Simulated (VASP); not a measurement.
# NaI (P6_3/mmc) in VASP: single point with PBE

Aim: the single point of NaI with PBE.

Everything below comes from runs of VASP 6.6.1. Logs are shortened: lines on timing, memory, paths and dates and some standing lists are left out, and cuts for length are marked.

**1. The cell of the first run**

It takes space group P6_3/mmc (No. 194, hexagonal). Conventional cell: a = 4.505 Å, b = 4.505 Å, c = 7.676 Å, α = 90.00°, β = 90.00°, γ = 120.00°. Within 4.3 Å of Na (site symmetry -3m) lie 6 I at 3.23 Å and 2 Na at 3.84 Å. I (site symmetry -6m2) has 6 Na at 3.23 Å within 4.3 Å.

**2. Single point, PBE**

The input, INCAR:

```
SYSTEM = NaI
PREC = Accurate ; ENCUT = 520
EDIFF = 1E-7 ; ISMEAR = 0
SIGMA = 0.01 ; LREAL = .FALSE.
LASPH = .TRUE. ; NELM = 80
ALGO = Normal ; ISIF = 2
LWAVE = .FALSE. ; LCHARG = .FALSE.
GGA = PE ; NBANDS = 22
```

The input, KPOINTS:

```
Automatic mesh
0
G
  6 6 2
  0 0 0
```

The input, POSCAR:

```
NaI
1.0
    4.5046454201      0.0000000000      0.0000000000
   -2.2523227100      3.9011373688      0.0000000000
    0.0000000000      0.0000000000      7.6757022934
Na I
2 2
Direct
    0.0000000000      0.0000000000      0.0000000000
    0.0000000000      0.0000000000      0.5000000000
    0.3333333333      0.6666666667      0.2500000000
    0.6666666667      0.3333333333      0.7500000000
```

Potentials or basis: VASP PAW PBE potentials, release 64 (Na_pv, I).

On the command line:

```bash
> cat potpaw_PBE.64/Na_pv/POTCAR potpaw_PBE.64/I/POTCAR > POTCAR
> mpirun -np 1 vasp_std > vasp.out
```

OUTCAR:

```text
SYSTEM = NaI
   PREC = Accurate
   ENCUT = 520
   EDIFF = 1E-7
   ISMEAR = 0
   LREAL = .FALSE.
   LASPH = .TRUE.
   NELM = 80
   ISIF = 2
   GGA = PE

 ion  position               nearest neighbor table
   1  0.000  0.000  0.000-
   2  0.000  0.000  0.500-
   3  0.333  0.667  0.250-
   4  0.667  0.333  0.750-

  LATTYP: Found a hexagonal cell.
 ALAT       =     4.5046454201
 C/A-ratio  =     1.7039526039

  Lattice vectors:

 A1 = (   4.5046454201,   0.0000000000,   0.0000000000)
 A2 = (  -2.2523227100,   3.9011373688,   0.0000000000)
 A3 = (   0.0000000000,   0.0000000000,   7.6757022934)

Analysis of symmetry for initial positions (statically):
=====================================================================
 Subroutine PRICEL returns:
 Original cell was already a primitive cell.

 Routine SETGRP: Setting up the symmetry group for a
 hexagonal supercell.

 Subroutine GETGRP returns: Found 24 space group operations
 (whereof 12 operations were pure point group operations)
 out of a pool of 24 trial point group operations.

The static configuration has the point symmetry D_3d.
 The point group associated with its full space group is D_6h.

Analysis of symmetry for dynamics (positions and initial velocities):
=====================================================================
 Subroutine PRICEL returns:
 Original cell was already a primitive cell.

 Routine SETGRP: Setting up the symmetry group for a
 hexagonal supercell.

 Subroutine GETGRP returns: Found 24 space group operations
 (whereof 12 operations were pure point group operations)
 out of a pool of 24 trial point group operations.

The dynamic configuration has the point symmetry D_3d.
 The point group associated with its full space group is D_6h.

 Subroutine INISYM returns: Found 24 space group operations
 (whereof 12 operations are pure point group operations),
 and found     1 'primitive' translations

----------------------------------------------------------------------------------------

                                     Primitive cell

  volume of cell :     134.8870

  direct lattice vectors                    reciprocal lattice vectors
     4.504645420  0.000000000  0.000000000     0.221993055  0.128167750  0.000000000
    -2.252322710  3.901137369  0.000000000     0.000000000  0.256335501  0.000000000
     0.000000000  0.000000000  7.675702293     0.000000000  0.000000000  0.130281238

  length of vectors
     4.504645420  4.504645420  7.675702293     0.256335501  0.256335501  0.130281238

  position of ions in fractional coordinates (direct lattice)
     0.000000000  0.000000000  0.000000000
     0.000000000  0.000000000  0.500000000
     0.333333333  0.666666667  0.250000000
     0.666666667  0.333333333  0.750000000

  ion indices of the primitive-cell ions
   primitive index   ion index
                 1           1
                 2           2
                 3           3
                 4           4

----------------------------------------------------------------------------------------

 KPOINTS: Automatic mesh

Automatic generation of k-mesh.
 Grid dimensions read from file:
 generate k-points for:    6    6    2

 Generating k-lattice:

  Cartesian coordinates                     Fractional coordinates (reciprocal lattice)
     0.036998843  0.021361292  0.000000000     0.166666667 -0.000000000  0.000000000
     0.000000000  0.042722583  0.000000000     0.000000000  0.166666667  0.000000000
     0.000000000  0.000000000  0.065140619     0.000000000  0.000000000  0.500000000

  Length of vectors
     0.042722583  0.042722583  0.065140619

  Shift w.r.t. Gamma in fractional coordinates (k-lattice)
     0.000000000  0.000000000  0.000000000

 Subroutine IBZKPT returns following result:
 ===========================================

 Found     14 irreducible k-points:

 Following reciprocal coordinates:
            Coordinates               Weight
  0.000000  0.000000  0.000000      1.000000
  0.166667  0.000000  0.000000      6.000000
  0.333333 -0.000000  0.000000      6.000000
  0.500000 -0.000000  0.000000      3.000000
  0.166667  0.166667  0.000000      6.000000
  0.333333  0.166667  0.000000     12.000000
  0.333333  0.333333  0.000000      2.000000
  0.000000  0.000000  0.500000      1.000000
  0.166667  0.000000  0.500000      6.000000
  0.333333 -0.000000  0.500000      6.000000
  0.500000 -0.000000  0.500000      3.000000
  0.166667  0.166667  0.500000      6.000000
  0.333333  0.166667  0.500000     12.000000
  0.333333  0.333333  0.500000      2.000000
   k-points           NKPTS =     14   k-points in BZ     NKDIM =     14   number of bands    NBANDS=     22
   number of dos      NEDOS =    301   number of ions     NIONS =      4
   total plane-waves  NPLWV =  77760
   dimension x,y,z NGX =    36 NGY =   36 NGZ =   60
   dimension x,y,z NGXF=    72 NGYF=   72 NGZF=  120
   ions per type =               2   2
   NGX,Y,Z   is equivalent  to a cutoff of  13.29, 13.29, 13.00 a.u.
   NGXF,Y,Z  is equivalent  to a cutoff of  26.57, 26.57, 25.99 a.u.
 SYSTEM =  NaI
   PREC   = accura    normal or accurate (medium, high low for compatibility)
   ISTART =      0    job   : 0-new  1-cont  2-samecut
   ICHARG =      2    charge: 1-file 2-atom 10-const
   ISPIN  =      1    spin polarized calculation?
   LNONCOLLINEAR =      F non collinear calculations
   LSORBIT =      F    spin-orbit coupling
   LASPH  =      T    aspherical Exc in radial PAW
   ENCUT  =  520.0 eV  38.22 Ry    6.18 a.u.   8.38  8.38 14.27*2*pi/ulx,y,z
   NELM   =     80;   NELMIN=  2; NELMDL= -5     # of ELM steps
   EDIFF  = 0.1E-06   stopping-criterion for ELM
   LREAL  =      F    real-space projection
   EDIFFG = 0.1E-05   stopping-criterion for IOM
   NSW    =      0    number of steps for IOM
   IBRION =     -1    ionic relax: 0-MD 1-quasi-New 2-CG
   NFREE  =      0    steps in history (QN), initial steepest desc. (CG)
   ISIF   =      2    stress and relaxation
   ISYM   =      2    0-nonsym 1-usesym 2-fastsym
   POTIM  = 0.5000    time-step for ionic-motion
   TEBEG  =    0.0;   TEEND  =   0.0 temperature during run
   PSTRESS=    0.0 pullay stress
   NELECT =      28.0000    total number of electrons
   NUPDOWN=      -1.0000    fix difference up-down
   EMIN   =  10.00;   EMAX   =-10.00  energy-range for DOS
   EFERMI =   0.00;   METHOD = LEGACY
   ISMEAR =     0;   SIGMA  =   0.01  broadening in eV -4-tet -1-fermi 0-gaus
   EFERMI_NEDOS =   21; number of points for ismear=-14 and -15
   IALGO  =     38    algorithm
   IMIX   =      4    mixing-type and parameters
     AMIX     =   0.40;   BMIX     =  1.00
     AMIX_MAG =   1.60;   BMIX_MAG =  1.00
  volume/ion in A,a.u.               =      33.72       227.57
  Fermi-wavevector in a.u.,A,eV,Ry     =   0.969328  1.831765 12.783996  0.939597
  Thomas-Fermi vector in A             =   2.099372
   LORBIT       =      0    0 simple, 1 ext, 2 COOP (PROOUT), +10 PAW based schemes
   GGA     = PE    functional components
   LHFCALC =     F    Hartree Fock is set to
   AEXX    =    0.0000 exact exchange contribution
   IVDW    =     0    specifies the selected vdW correction
   LEPSILON=     F    determine dielectric tensor
   LRPA    =     F    only Hartree local field effects (RPA)
 non-spin polarized calculation
 Gauss-broadening in eV      SIGMA  =   0.01
  energy-cutoff  :      520.00
  volume of cell :      134.89
 maximum number of plane-waves:      3671
 NGX is ok and might be reduce to    36
   NGX = 17   NGY = 17   NGZ = 29

 number of electron      28.0000016 magnetization

 Free energy of the ion-electron system (eV)
  ---------------------------------------------------
  ext. energy  EPLUGINS =         0.00000000
  ---------------------------------------------------
  free energy    TOTEN  =       -10.72250251 eV

  energy without entropy =      -10.72250251  energy(sigma->0) =      -10.72250251

 E-fermi :   1.0207     XC(G=0):  -7.7208

 val. band max:        0.8999148883   @ k =   0.0000   0.0000   0.0000
 cond. band min:       4.4642785042   @ k =   0.0000   0.0000   0.0000
 fundamental gap:      3.5643636159
 Fermi energy:         1.0206885494

 k-point     1 :       0.0000    0.0000    0.0000
  band No.  band energies     occupation
      1     -21.6230      2.00000
      2     -21.6105      2.00000
      3     -21.6105      2.00000
      4     -21.6089      2.00000
      5     -21.6089      2.00000
      6     -21.6069      2.00000
[... 14 lines left out ...]
     21       9.2602      0.00000
     22       9.5702      0.00000

 k-point     2 :       0.1667    0.0000    0.0000
  band No.  band energies     occupation
      1     -21.6226      2.00000
      2     -21.6118      2.00000
      3     -21.6108      2.00000
      4     -21.6099      2.00000
      5     -21.6091      2.00000
      6     -21.6067      2.00000
[... 14 lines left out ...]
     21       9.2459      0.00000
     22       9.2682      0.00000

 k-point     3 :       0.3333   -0.0000    0.0000
  band No.  band energies     occupation
      1     -21.6218      2.00000
      2     -21.6142      2.00000
      3     -21.6118      2.00000
      4     -21.6113      2.00000
      5     -21.6096      2.00000
      6     -21.6064      2.00000
[... 14 lines left out ...]
     21       8.9632      0.00000
     22      10.8182      0.00000
[... 226 lines left out ...]
 k-point    13 :       0.3333    0.1667    0.5000
  band No.  band energies     occupation
      1     -21.6139      2.00000
      2     -21.6139      2.00000
      3     -21.6134      2.00000
      4     -21.6134      2.00000
      5     -21.6113      2.00000
      6     -21.6113      2.00000
[... 14 lines left out ...]
     21       9.6691      0.00000
     22       9.6691      0.00000

 k-point    14 :       0.3333    0.3333    0.5000
  band No.  band energies     occupation
      1     -21.6137      2.00000
      2     -21.6137      2.00000
      3     -21.6129      2.00000
      4     -21.6129      2.00000
      5     -21.6126      2.00000
      6     -21.6126      2.00000
[... 14 lines left out ...]
     21       9.2207      0.00000
     22       9.2207      0.00000

------------------------ aborting loop because EDIFF is reached ----------------------------------------

  FORCE on cell =-STRESS in cart. coord.  units (eV):
  Direction    XX          YY          ZZ          XY          YZ          ZX
  --------------------------------------------------------------------------------------
  -------------------------------------------------------------------------------------
  Total        0.4610450      0.4610450      0.4400224      0.0000000      0.0000000      0.0000000
  in kB        5.4762581      5.4762581      5.2265534      0.0000000      0.0000000      0.0000000
  external PRESSURE =       5.3930232 kB  Pullay stress =       0.0000000 kB

 VOLUME and BASIS-vectors are now :
 -----------------------------------------------------------------------------
  energy-cutoff  :      520.00
  volume of cell :      134.89
      direct lattice vectors                 reciprocal lattice vectors
     4.504645420  0.000000000  0.000000000     0.221993055  0.128167750  0.000000000
    -2.252322710  3.901137369  0.000000000     0.000000000  0.256335501  0.000000000
     0.000000000  0.000000000  7.675702293     0.000000000  0.000000000  0.130281238

 POSITION                                       TOTAL-FORCE (eV/Angst)
 -----------------------------------------------------------------------------------
      0.00000      0.00000      0.00000        -0.000000      0.000000     -0.000000
      0.00000      0.00000      3.83785        -0.000000      0.000000     -0.000000
     -0.00000      2.60076      1.91893         0.000000      0.000000      0.000000
      2.25232      1.30038      5.75678        -0.000000      0.000000     -0.000000
 -----------------------------------------------------------------------------------
    total drift:                               -0.000000      0.000000      0.000000

  FREE ENERGIE OF THE ION-ELECTRON SYSTEM (eV)
  ---------------------------------------------------
  free  energy   TOTEN  =       -10.7225025088 eV

  energy  without entropy=      -10.7225025088  energy(sigma->0) =      -10.72250251
```

It took 2.2 min on 1 thread of Intel Xeon 8259CL, shared host; peak memory 0.26 GiB.

Results:

- Free energy: -10.7225 eV
- Pressure: 0.5 GPa
- Band gap on the k mesh: 3.56 eV

Caveat: spin-orbit coupling is left out, which moves the levels of the heavy elements.
